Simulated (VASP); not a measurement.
# BiS (Pm-3m) in VASP: notebook

Runs on BiS. Level: PBE. Tasks: single point, relaxation of cell and atoms.

Everything below comes from runs of VASP 6.6.1. Logs are shortened: lines on timing, memory, paths and dates and some standing lists are left out, and cuts for length are marked.

### Step 1. The cell of the first run

The structure is cubic, space group Pm-3m (No. 221). The conventional cell has a = 3.584 Å, b = 3.584 Å, c = 3.584 Å, α = 90.00°, β = 90.00°, γ = 90.00°. Within 4.1 Å of Bi (site symmetry m-3m) lie 8 S at 3.10 Å and 6 Bi at 3.58 Å. S (site symmetry m-3m) has 8 Bi at 3.10 Å and 6 S at 3.58 Å within 4.1 Å.

The cell was built from a structure type or drawn by symmetry, and may not be a known phase.

### Step 2. Single point, PBE

Contents of INCAR:

```
SYSTEM = BiS
PREC = Accurate
ENCUT = 520
EDIFF = 1E-6
ISMEAR = 0
SIGMA = 0.1
LREAL = .False.
LASPH = .True.
NELM = 80
ALGO = Normal
ISIF = 2
LWAVE = .False.
LCHARG = .False.
GGA = PE
NBANDS = 18
```

Contents of KPOINTS:

```
regular mesh
0
Gamma
  6 6 6
  0 0 0
```

Contents of POSCAR:

```
BiS
1.0
    3.5840968716      0.0000000000      0.0000000000
    0.0000000000      3.5840968716      0.0000000000
    0.0000000000      0.0000000000      3.5840968716
Bi S
1 1
Direct
    0.5000000000      0.5000000000      0.5000000000
    0.0000000000      0.0000000000      0.0000000000
```

Potentials or basis: VASP PAW PBE potentials, release 64 (Bi_d, S).

Run with:

```sh
> cat potpaw_PBE.64/Bi_d/POTCAR potpaw_PBE.64/S/POTCAR > POTCAR
> mpirun -np 1 vasp_std > vasp.out
```

OUTCAR:

```text
SYSTEM = BiS
   PREC = Accurate
   ENCUT = 520
   EDIFF = 1E-6
   ISMEAR = 0
   LREAL = .False.
   LASPH = .True.
   NELM = 80
   ISIF = 2
   GGA = PE

 ion  position               nearest neighbor table
   1  0.500  0.500  0.500-   2 3.10   2 3.10   2 3.10   2 3.10   2 3.10   2 3.10   2 3.10   2 3.10

   2  0.000  0.000  0.000-   1 3.10   1 3.10   1 3.10   1 3.10   1 3.10   1 3.10   1 3.10   1 3.10

  LATTYP: Found a simple cubic cell.
 ALAT       =     3.5840968716

  Lattice vectors:

 A1 = (   3.5840968716,   0.0000000000,   0.0000000000)
 A2 = (   0.0000000000,   3.5840968716,   0.0000000000)
 A3 = (   0.0000000000,   0.0000000000,   3.5840968716)

Analysis of symmetry for initial positions (statically):
=====================================================================
 Subroutine PRICEL returns:
 Original cell was already a primitive cell.

 Routine SETGRP: Setting up the symmetry group for a
 simple cubic supercell.

 Subroutine GETGRP returns: Found 48 space group operations
 (whereof 48 operations were pure point group operations)
 out of a pool of 48 trial point group operations.

The static configuration has the point symmetry O_h .

Analysis of symmetry for dynamics (positions and initial velocities):
=====================================================================
 Subroutine PRICEL returns:
 Original cell was already a primitive cell.

 Routine SETGRP: Setting up the symmetry group for a
 simple cubic supercell.

 Subroutine GETGRP returns: Found 48 space group operations
 (whereof 48 operations were pure point group operations)
 out of a pool of 48 trial point group operations.

The dynamic configuration has the point symmetry O_h .

 Subroutine INISYM returns: Found 48 space group operations
 (whereof 48 operations are pure point group operations),
 and found     1 'primitive' translations

----------------------------------------------------------------------------------------

                                     Primitive cell

  volume of cell :      46.0404

  direct lattice vectors                    reciprocal lattice vectors
     3.584096872  0.000000000  0.000000000     0.279010316  0.000000000  0.000000000
     0.000000000  3.584096872  0.000000000     0.000000000  0.279010316  0.000000000
     0.000000000  0.000000000  3.584096872     0.000000000  0.000000000  0.279010316

  length of vectors
     3.584096872  3.584096872  3.584096872     0.279010316  0.279010316  0.279010316

  position of ions in fractional coordinates (direct lattice)
     0.500000000  0.500000000  0.500000000
     0.000000000  0.000000000  0.000000000

  ion indices of the primitive-cell ions
   primitive index   ion index
                 1           1
                 2           2

----------------------------------------------------------------------------------------

 KPOINTS: regular mesh

Automatic generation of k-mesh.
 Grid dimensions read from file:
 generate k-points for:    6    6    6

 Generating k-lattice:

  Cartesian coordinates                     Fractional coordinates (reciprocal lattice)
     0.046501719  0.000000000  0.000000000     0.166666667  0.000000000  0.000000000
     0.000000000  0.046501719  0.000000000     0.000000000  0.166666667  0.000000000
     0.000000000  0.000000000  0.046501719     0.000000000  0.000000000  0.166666667

  Length of vectors
     0.046501719  0.046501719  0.046501719

  Shift w.r.t. Gamma in fractional coordinates (k-lattice)
     0.000000000  0.000000000  0.000000000

 Subroutine IBZKPT returns following result:
 ===========================================

 Found     20 irreducible k-points:

 Following reciprocal coordinates:
            Coordinates               Weight
  0.000000  0.000000  0.000000      1.000000
  0.166667  0.000000  0.000000      6.000000
  0.333333  0.000000  0.000000      6.000000
  0.500000  0.000000  0.000000      3.000000
  0.166667  0.166667  0.000000     12.000000
  0.333333  0.166667  0.000000     24.000000
[... 12 lines left out ...]
  0.500000  0.500000  0.333333      6.000000
  0.500000  0.500000  0.500000      1.000000
   k-points           NKPTS =     20   k-points in BZ     NKDIM =     20   number of bands    NBANDS=     18
   number of dos      NEDOS =    301   number of ions     NIONS =      2
   total plane-waves  NPLWV =  21952
   dimension x,y,z NGX =    28 NGY =   28 NGZ =   28
   dimension x,y,z NGXF=    56 NGYF=   56 NGZF=   56
   ions per type =               1   1
   NGX,Y,Z   is equivalent  to a cutoff of  12.99, 12.99, 12.99 a.u.
   NGXF,Y,Z  is equivalent  to a cutoff of  25.98, 25.98, 25.98 a.u.
 SYSTEM =  BiS
   PREC   = accura    normal or accurate (medium, high low for compatibility)
   ISTART =      0    job   : 0-new  1-cont  2-samecut
   ICHARG =      2    charge: 1-file 2-atom 10-const
   ISPIN  =      1    spin polarized calculation?
   LNONCOLLINEAR =      F non collinear calculations
   LSORBIT =      F    spin-orbit coupling
   LASPH  =      T    aspherical Exc in radial PAW
   ENCUT  =  520.0 eV  38.22 Ry    6.18 a.u.   6.66  6.66  6.66*2*pi/ulx,y,z
   NELM   =     80;   NELMIN=  2; NELMDL= -5     # of ELM steps
   EDIFF  = 0.1E-05   stopping-criterion for ELM
   LREAL  =      F    real-space projection
   EDIFFG = 0.1E-04   stopping-criterion for IOM
   NSW    =      0    number of steps for IOM
   IBRION =     -1    ionic relax: 0-MD 1-quasi-New 2-CG
   NFREE  =      0    steps in history (QN), initial steepest desc. (CG)
   ISIF   =      2    stress and relaxation
   ISYM   =      2    0-nonsym 1-usesym 2-fastsym
   POTIM  = 0.5000    time-step for ionic-motion
   TEBEG  =    0.0;   TEEND  =   0.0 temperature during run
   PSTRESS=    0.0 pullay stress
   NELECT =      21.0000    total number of electrons
   NUPDOWN=      -1.0000    fix difference up-down
   EMIN   =  10.00;   EMAX   =-10.00  energy-range for DOS
   EFERMI =   0.00;   METHOD = LEGACY
   ISMEAR =     0;   SIGMA  =   0.10  broadening in eV -4-tet -1-fermi 0-gaus
   EFERMI_NEDOS =   21; number of points for ismear=-14 and -15
   IALGO  =     38    algorithm
   IMIX   =      4    mixing-type and parameters
     AMIX     =   0.40;   BMIX     =  1.00
     AMIX_MAG =   1.60;   BMIX_MAG =  1.00
  volume/ion in A,a.u.               =      23.02       155.35
  Fermi-wavevector in a.u.,A,eV,Ry     =   1.260187  2.381407 21.607008  1.588070
  Thomas-Fermi vector in A             =   2.393709
   LORBIT       =      0    0 simple, 1 ext, 2 COOP (PROOUT), +10 PAW based schemes
   GGA     = PE    functional components
   LHFCALC =     F    Hartree Fock is set to
   AEXX    =    0.0000 exact exchange contribution
   IVDW    =     0    specifies the selected vdW correction
   LEPSILON=     F    determine dielectric tensor
   LRPA    =     F    only Hartree local field effects (RPA)
 non-spin polarized calculation
 Gauss-broadening in eV      SIGMA  =   0.10
  energy-cutoff  :      520.00
  volume of cell :       46.04
 maximum number of plane-waves:      1261
 NGX is ok and might be reduce to    28
   NGX = 13   NGY = 13   NGZ = 13

 number of electron      20.9999995 magnetization

 Free energy of the ion-electron system (eV)
  ---------------------------------------------------
  ext. energy  EPLUGINS =         0.00000000
  ---------------------------------------------------
  free energy    TOTEN  =        -7.92737467 eV

  energy without entropy =       -7.91747735  energy(sigma->0) =       -7.92242601

 E-fermi :   8.1907     XC(G=0): -10.6527

 val. band max:        8.1410969111   @ k =   0.5000   0.3333   0.1667
 cond. band min:       8.2300725203   @ k =   0.5000   0.1667   0.1667
 fundamental gap:      0.0889756092
 Fermi energy:         8.1907093770

 k-point     1 :       0.0000    0.0000    0.0000
  band No.  band energies     occupation
      1     -15.4164      2.00000
      2     -15.4164      2.00000
      3     -15.2811      2.00000
      4     -15.2811      2.00000
      5     -15.2811      2.00000
      6      -6.9634      2.00000
[... 10 lines left out ...]
     17      19.7770      0.00000
     18      19.7770      0.00000

 k-point     2 :       0.1667    0.0000    0.0000
  band No.  band energies     occupation
      1     -15.4152      2.00000
      2     -15.3896      2.00000
      3     -15.2897      2.00000
      4     -15.2897      2.00000
      5     -15.2803      2.00000
      6      -6.6823      2.00000
[... 10 lines left out ...]
     17      19.4432      0.00000
     18      19.4515      0.00000

 k-point     3 :       0.3333    0.0000    0.0000
  band No.  band energies     occupation
      1     -15.4127      2.00000
      2     -15.3359      2.00000
      3     -15.3066      2.00000
      4     -15.3066      2.00000
      5     -15.2787      2.00000
      6      -5.8795      2.00000
[... 10 lines left out ...]
     17      19.8357      0.00000
     18      20.0029      0.00000

 k-point     4 :       0.5000    0.0000    0.0000
  band No.  band energies     occupation
      1     -15.4115      2.00000
      2     -15.3151      2.00000
      3     -15.3151      2.00000
      4     -15.3091      2.00000
      5     -15.2779      2.00000
      6      -5.0261      2.00000
[... 291 lines left out ...]
      4     -15.2870      2.00000
      5     -15.2594      2.00000
      6      -4.0822      2.00000
[... 10 lines left out ...]
     17      22.6497      0.00000
     18      22.9667      0.00000

 k-point    19 :       0.5000    0.5000    0.3333
  band No.  band energies     occupation
      1     -15.3556      2.00000
      2     -15.3419      2.00000
      3     -15.3419      2.00000
      4     -15.2728      2.00000
      5     -15.2445      2.00000
      6      -3.9430      2.00000
[... 10 lines left out ...]
     17      22.9370      0.00000
     18      23.6612      0.00000

 k-point    20 :       0.5000    0.5000    0.5000
  band No.  band energies     occupation
      1     -15.3523      2.00000
      2     -15.3523      2.00000
      3     -15.3523      2.00000
      4     -15.2440      2.00000
      5     -15.2440      2.00000
      6      -3.8445      2.00000
[... 10 lines left out ...]
     17      23.8399      0.00000
     18      23.8673      0.00000

------------------------ aborting loop because EDIFF is reached ----------------------------------------

  FORCE on cell =-STRESS in cart. coord.  units (eV):
  Direction    XX          YY          ZZ          XY          YZ          ZX
  --------------------------------------------------------------------------------------
  -------------------------------------------------------------------------------------
  Total       -0.0364293     -0.0364293     -0.0364293      0.0000000     -0.0000000      0.0000000
  in kB       -1.2677172     -1.2677172     -1.2677172      0.0000000     -0.0000000      0.0000000
  external PRESSURE =      -1.2677172 kB  Pullay stress =       0.0000000 kB

 VOLUME and BASIS-vectors are now :
 -----------------------------------------------------------------------------
  energy-cutoff  :      520.00
  volume of cell :       46.04
      direct lattice vectors                 reciprocal lattice vectors
     3.584096872  0.000000000  0.000000000     0.279010316  0.000000000  0.000000000
     0.000000000  3.584096872  0.000000000     0.000000000  0.279010316  0.000000000
     0.000000000  0.000000000  3.584096872     0.000000000  0.000000000  0.279010316

 POSITION                                       TOTAL-FORCE (eV/Angst)
 -----------------------------------------------------------------------------------
      1.79205      1.79205      1.79205         0.000000      0.000000      0.000000
      0.00000      0.00000      0.00000         0.000000      0.000000      0.000000
 -----------------------------------------------------------------------------------
    total drift:                                0.000000      0.000000      0.000000

  FREE ENERGIE OF THE ION-ELECTRON SYSTEM (eV)
  ---------------------------------------------------
  free  energy   TOTEN  =        -7.9273746675 eV

  energy  without entropy=       -7.9174773495  energy(sigma->0) =       -7.92242601
```

It took 7.2 s on 1 thread of Intel Xeon 6975P-C (Granite Rapids), shared host; peak memory 0.16 GiB.

What came out:

- Free energy: -7.9274 eV
- Pressure: -0.1 GPa
- Band gap on the k mesh: zero (an odd number of electrons rules out a gap without spin polarisation)

Levels at points of the mesh, in eV from the Fermi level:
```csv
k point,band 8,band 9,band 10,band 11,band 12,band 13
"(0.00, 0.00, 0.00)",-3.05,-3.05,-3.05,3.92,3.92,4.51
"(0.50, 0.00, 0.00)",-1.80,-1.67,-1.67,-1.61,1.71,1.71
"(0.50, 0.50, 0.00)",-6.19,-6.19,-1.39,2.51,2.51,3.42
"(0.50, 0.50, 0.50)",-3.80,-3.80,-3.80,-2.66,-2.66,-2.66
```

Caveat: spin-orbit coupling is left out, which moves the levels of the heavy elements.

(Part 1 of 3 ends here.)
